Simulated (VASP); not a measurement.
# Rh (Fm-3m) in VASP: notebook

The runs below take Rh through single point, with r2SCAN.

Program: VASP 6.6.1. These are calculated values, not measurements. Logs are shortened: lines on timing, memory, paths and dates and some standing lists are left out, and cuts for length are marked.

## Step 1: The cell of the first run

The structure is cubic, space group Fm-3m (No. 225). The conventional cell has a = 3.899 Å, b = 3.899 Å, c = 3.899 Å, α = 90.00°, β = 90.00°, γ = 90.00°. Rh (site symmetry m-3m) has 12 Rh at 2.76 Å within 3.6 Å.

## Step 2: Single point, r2SCAN, collinear spin, ferromagnetic start (volume scaled by 1.08)

File POSCAR:

```
Rh
1.0
    0.0000000000      1.9495256713      1.9495256713
    1.9495256713      0.0000000000      1.9495256713
    1.9495256713      1.9495256713      0.0000000000
Rh
1
Direct
    0.0000000000      0.0000000000      0.0000000000
```

File INCAR.step1:

```
SYSTEM = Rh
PREC = Accurate
ENCUT = 520
ISMEAR = -1
SIGMA = 0.05
LREAL = .FALSE.
LASPH = .TRUE.
NELM = 150
ISPIN = 2
MAGMOM = 1
LMAXMIX = 4
NBANDS = 18
GGA = PE
ALGO = Normal
EDIFF = 1E-4
LWAVE = .TRUE.
LCHARG = .FALSE.
```

File INCAR.step2:

```
SYSTEM = Rh
PREC = Accurate
ENCUT = 520
EDIFF = 1E-7
ISMEAR = -1
SIGMA = 0.05
LREAL = .FALSE.
LASPH = .TRUE.
NELM = 150
ALGO = Normal
ISIF = 2
LWAVE = .FALSE.
LCHARG = .TRUE.
ISPIN = 2
MAGMOM = 1
LORBIT = 11
LMAXMIX = 4
METAGGA = R2SCAN
LMIXTAU = .TRUE.
LELF = .TRUE.
LVHAR = .TRUE.
NBANDS = 18
ISTART = 1
```

File KPOINTS:

```
regular mesh
0
G
  23 23 23
  0 0 0
```

Potentials or basis: VASP PAW PBE potentials, release 64 (Rh_pv).

Command:

```console
$ cat potpaw_PBE.64/Rh_pv/POTCAR > POTCAR
$ cp INCAR.step1 INCAR
$ mpirun -np 1 vasp_std > vasp.out
$ cp INCAR.step2 INCAR
$ mpirun -np 1 vasp_std > vasp.out
```

OUTCAR:

```text
SYSTEM = Rh
   PREC = Accurate
   ENCUT = 520
   EDIFF = 1E-7
   ISMEAR = -1
   LREAL = .FALSE.
   LASPH = .TRUE.
   NELM = 150
   ISIF = 2
   ISPIN = 2
   LORBIT = 11
   METAGGA = R2SCAN
   ISTART = 1

 ion  position               nearest neighbor table
   1  0.000  0.000  0.000-

  LATTYP: Found a face centered cubic cell.
 ALAT       =     3.8990513426

  Lattice vectors:

 A1 = (   0.0000000000,   1.9495256713,   1.9495256713)
 A2 = (   1.9495256713,   0.0000000000,   1.9495256713)
 A3 = (   1.9495256713,   1.9495256713,   0.0000000000)

Analysis of symmetry for initial positions (statically):
=====================================================================
 Subroutine PRICEL returns:
 Original cell was already a primitive cell.

 Routine SETGRP: Setting up the symmetry group for a
 face centered cubic supercell.

 Subroutine GETGRP returns: Found 48 space group operations
 (whereof 48 operations were pure point group operations)
 out of a pool of 48 trial point group operations.

The static configuration has the point symmetry O_h .

Analysis of symmetry for dynamics (positions and initial velocities):
=====================================================================
 Subroutine PRICEL returns:
 Original cell was already a primitive cell.

 Routine SETGRP: Setting up the symmetry group for a
 face centered cubic supercell.

 Subroutine GETGRP returns: Found 48 space group operations
 (whereof 48 operations were pure point group operations)
 out of a pool of 48 trial point group operations.

The dynamic configuration has the point symmetry O_h .

Analysis of structural, dynamic, and magnetic symmetry:
=====================================================================
 Subroutine PRICEL returns:
 Original cell was already a primitive cell.

 Routine SETGRP: Setting up the symmetry group for a
 face centered cubic supercell.

 Subroutine GETGRP returns: Found 48 space group operations
 (whereof 48 operations were pure point group operations)
 out of a pool of 48 trial point group operations.

The overall configuration has the point symmetry O_h .

 Subroutine INISYM returns: Found 48 space group operations
 (whereof 48 operations are pure point group operations),
 and found     1 'primitive' translations

----------------------------------------------------------------------------------------

                                     Primitive cell

  volume of cell :      14.8189

  direct lattice vectors                    reciprocal lattice vectors
     0.000000000  1.949525671  1.949525671    -0.256472642  0.256472642  0.256472642
     1.949525671  0.000000000  1.949525671     0.256472642 -0.256472642  0.256472642
     1.949525671  1.949525671  0.000000000     0.256472642  0.256472642 -0.256472642

  length of vectors
     2.757045645  2.757045645  2.757045645     0.444223647  0.444223647  0.444223647

  position of ions in fractional coordinates (direct lattice)
     0.000000000  0.000000000  0.000000000

  ion indices of the primitive-cell ions
   primitive index   ion index
                 1           1

----------------------------------------------------------------------------------------

 KPOINTS: regular mesh

Automatic generation of k-mesh.
 Grid dimensions read from file:
 generate k-points for:   23   23   23

 Generating k-lattice:

  Cartesian coordinates                     Fractional coordinates (reciprocal lattice)
    -0.011150984  0.011150984  0.011150984     0.043478261  0.000000000  0.000000000
     0.011150984 -0.011150984  0.011150984     0.000000000  0.043478261  0.000000000
     0.011150984  0.011150984 -0.011150984     0.000000000  0.000000000  0.043478261

  Length of vectors
     0.019314072  0.019314072  0.019314072

  Shift w.r.t. Gamma in fractional coordinates (k-lattice)
     0.000000000  0.000000000  0.000000000

 Subroutine IBZKPT returns following result:
 ===========================================

 Found    364 irreducible k-points:

 Following reciprocal coordinates:
            Coordinates               Weight
  0.000000  0.000000  0.000000      1.000000
  0.043478  0.000000  0.000000      8.000000
  0.086957  0.000000  0.000000      8.000000
  0.130435  0.000000  0.000000      8.000000
  0.173913  0.000000  0.000000      8.000000
  0.217391  0.000000  0.000000      8.000000
[... 16 lines left out ...]
  0.478261  0.043478  0.000000     24.000000
 -0.478261  0.043478  0.000000     24.000000
 [... further k-points ...]
   k-points           NKPTS =    364   k-points in BZ     NKDIM =    364   number of bands    NBANDS=     18
   number of dos      NEDOS =    301   number of ions     NIONS =      1
   total plane-waves  NPLWV =  13824
   dimension x,y,z NGX =    24 NGY =   24 NGZ =   24
   dimension x,y,z NGXF=    48 NGYF=   48 NGZF=   48
   ions per type =               1
   NGX,Y,Z   is equivalent  to a cutoff of  14.47, 14.47, 14.47 a.u.
   NGXF,Y,Z  is equivalent  to a cutoff of  28.94, 28.94, 28.94 a.u.
 SYSTEM =  Rh
   PREC   = accura    normal or accurate (medium, high low for compatibility)
   ISTART =      1    job   : 0-new  1-cont  2-samecut
   ICHARG =      0    charge: 1-file 2-atom 10-const
   ISPIN  =      2    spin polarized calculation?
   LNONCOLLINEAR =      F non collinear calculations
   LSORBIT =      F    spin-orbit coupling
   LASPH  =      T    aspherical Exc in radial PAW
   ENCUT  =  520.0 eV  38.22 Ry    6.18 a.u.   5.13  5.13  5.13*2*pi/ulx,y,z
   NELM   =    150;   NELMIN=  2; NELMDL=  0     # of ELM steps
   EDIFF  = 0.1E-06   stopping-criterion for ELM
   LREAL  =      F    real-space projection
   EDIFFG = 0.1E-05   stopping-criterion for IOM
   NSW    =      0    number of steps for IOM
   IBRION =     -1    ionic relax: 0-MD 1-quasi-New 2-CG
   NFREE  =      0    steps in history (QN), initial steepest desc. (CG)
   ISIF   =      2    stress and relaxation
   ISYM   =      2    0-nonsym 1-usesym 2-fastsym
   POTIM  = 0.5000    time-step for ionic-motion
   TEBEG  =    0.0;   TEEND  =   0.0 temperature during run
   PSTRESS=    0.0 pullay stress
   NELECT =      15.0000    total number of electrons
   NUPDOWN=      -1.0000    fix difference up-down
   EMIN   =  10.00;   EMAX   =-10.00  energy-range for DOS
   EFERMI =   0.00;   METHOD = LEGACY
   ISMEAR =    -1;   SIGMA  =   0.05  broadening in eV -4-tet -1-fermi 0-gaus
   EFERMI_NEDOS =   21; number of points for ismear=-14 and -15
   IALGO  =     38    algorithm
   IMIX   =      4    mixing-type and parameters
     AMIX     =   0.40;   BMIX     =  1.00
     AMIX_MAG =   1.60;   BMIX_MAG =  1.00
  volume/ion in A,a.u.               =      14.82       100.00
  Fermi-wavevector in a.u.,A,eV,Ry     =   1.643739  3.106217 36.761298  2.701879
  Thomas-Fermi vector in A             =   2.733823
   LORBIT       =     11    0 simple, 1 ext, 2 COOP (PROOUT), +10 PAW based schemes
   METAGGA = R2SCAN    functional components
   LHFCALC =     F    Hartree Fock is set to
   AEXX    =    0.0000 exact exchange contribution
   IVDW    =     0    specifies the selected vdW correction
   LEPSILON=     F    determine dielectric tensor
   LRPA    =     F    only Hartree local field effects (RPA)
 spin polarized calculation
  energy-cutoff  :      520.00
  volume of cell :       14.82
 maximum number of plane-waves:       415
 NGX is ok and might be reduce to    24
   NGX = 11   NGY = 11   NGZ = 11

 number of electron      15.0000000 magnetization      -0.0002370

 number of electron      15.0000000 magnetization       0.0000046

 Free energy of the ion-electron system (eV)
  ---------------------------------------------------
  ext. energy  EPLUGINS =         0.00000000
  ---------------------------------------------------
  free energy    TOTEN  =       -24.08391001 eV

  energy without entropy =      -24.07263533  energy(sigma->0) =      -24.07827267

 E-fermi :  10.4066     XC(G=0): -14.6475

 val. band max:       10.4016997792   @ k =   0.3913   0.2174   0.0435
 cond. band min:      10.4092042326   @ k =  -0.4783   0.2609   0.1304
 fundamental gap:      0.0075044533
 Fermi energy:        10.4065953198

 spin component 1

 k-point     1 :       0.0000    0.0000    0.0000
  band No.  band energies     occupation
      1     -37.2425      1.00000
      2     -37.2425      1.00000
      3     -37.2425      1.00000
      4       2.7933      1.00000
      5       7.5915      1.00000
      6       7.5915      1.00000
[... 10 lines left out ...]
     17      42.4681      0.00000
     18      42.4681      0.00000

 k-point     2 :       0.0435    0.0000    0.0000
  band No.  band energies     occupation
      1     -37.2541      1.00000
      2     -37.2441      1.00000
      3     -37.2441      1.00000
      4       2.8680      1.00000
      5       7.5599      1.00000
      6       7.6199      1.00000
[... 10 lines left out ...]
     17      42.2585      0.00000
     18      42.2585      0.00000
[... 442 lines left out ...]
 k-point    24 :      -0.4783    0.0435    0.0000
  band No.  band energies     occupation
      1     -37.8443      1.00000
      2     -37.3357      1.00000
      3     -37.3292      1.00000
      4       4.7508      1.00000
      5       7.4485      1.00000
      6       7.5379      1.00000
[... 10 lines left out ...]
     17      42.7659      0.00000
     18      49.1180      0.00000

 [... further k-points ...]

 spin component 2

 k-point     1 :       0.0000    0.0000    0.0000
  band No.  band energies     occupation
      1     -37.2425      1.00000
      2     -37.2425      1.00000
      3     -37.2425      1.00000
      4       2.7933      1.00000
      5       7.5915      1.00000
      6       7.5915      1.00000
[... 10 lines left out ...]
     17      42.4681      0.00000
     18      42.4681      0.00000

 k-point     2 :       0.0435    0.0000    0.0000
  band No.  band energies     occupation
      1     -37.2541      1.00000
      2     -37.2441      1.00000
      3     -37.2441      1.00000
      4       2.8680      1.00000
      5       7.5599      1.00000
      6       7.6199      1.00000
[... 10 lines left out ...]
     17      42.2585      0.00000
     18      42.2585      0.00000
[... 442 lines left out ...]
 k-point    24 :      -0.4783    0.0435    0.0000
  band No.  band energies     occupation
      1     -37.8443      1.00000
      2     -37.3357      1.00000
      3     -37.3291      1.00000
      4       4.7508      1.00000
      5       7.4485      1.00000
      6       7.5379      1.00000
[... 10 lines left out ...]
     17      42.7659      0.00000
     18      49.1180      0.00000

 [... further k-points ...]
[... 5 lines left out ...]
  --------------------------------------------------------------------------------------
  -------------------------------------------------------------------------------------
  Total       -1.5672984     -1.5672984     -1.5672984      0.0000000      0.0000000     -0.0000000
  in kB     -169.4514926   -169.4514926   -169.4514926      0.0000000      0.0000000     -0.0000000
  external PRESSURE =    -169.4514926 kB  Pullay stress =       0.0000000 kB

 VOLUME and BASIS-vectors are now :
 -----------------------------------------------------------------------------
  energy-cutoff  :      520.00
  volume of cell :       14.82
      direct lattice vectors                 reciprocal lattice vectors
     0.000000000  1.949525671  1.949525671    -0.256472642  0.256472642  0.256472642
     1.949525671  0.000000000  1.949525671     0.256472642 -0.256472642  0.256472642
     1.949525671  1.949525671  0.000000000     0.256472642  0.256472642 -0.256472642

 POSITION                                       TOTAL-FORCE (eV/Angst)
 -----------------------------------------------------------------------------------
      0.00000      0.00000      0.00000         0.000000      0.000000      0.000000
 -----------------------------------------------------------------------------------
    total drift:                                0.000000     -0.000000     -0.000000

  FREE ENERGIE OF THE ION-ELECTRON SYSTEM (eV)
  ---------------------------------------------------
  free  energy   TOTEN  =       -24.0839100063 eV

  energy  without entropy=      -24.0726353305  energy(sigma->0) =      -24.07827267

 total charge

# of ion       s       p       d       tot
------------------------------------------
    1        0.396   6.252   7.047  13.695

 magnetization (x)

# of ion       s       p       d       tot
------------------------------------------
    1       -0.000  -0.000   0.000   0.000
```

Run time: 21 min. Hardware: 1 thread of AMD EPYC 7R13 (Zen 3), shared host; peak memory 0.23 GiB.

Results:

```yaml
Free_energy: -24.0839 eV
Pressure: -16.9 GPa
Net_moment: 0.00 μB per cell
Valence_electrons_inside_the_program's_atomic_spheres: Rh 13.70
```

Levels at points of the mesh, in eV from the Fermi level:
Spin up:
```tsv
k point	band 4	band 5	band 6	band 7	band 8	band 9	band 10	band 11
(0.00, 0.00, 0.00)	-7.61	-2.82	-2.82	-2.82	-0.96	-0.96	16.74	17.51
```
Spin down:
```tsv
k point	band 4	band 5	band 6	band 7	band 8	band 9	band 10	band 11
(0.00, 0.00, 0.00)	-7.61	-2.82	-2.82	-2.82	-0.96	-0.96	16.74	17.51
```

Caveat: the PAW data sets were made with another functional, which shifts forces and pressure a little.

[end of part 1 of 2]
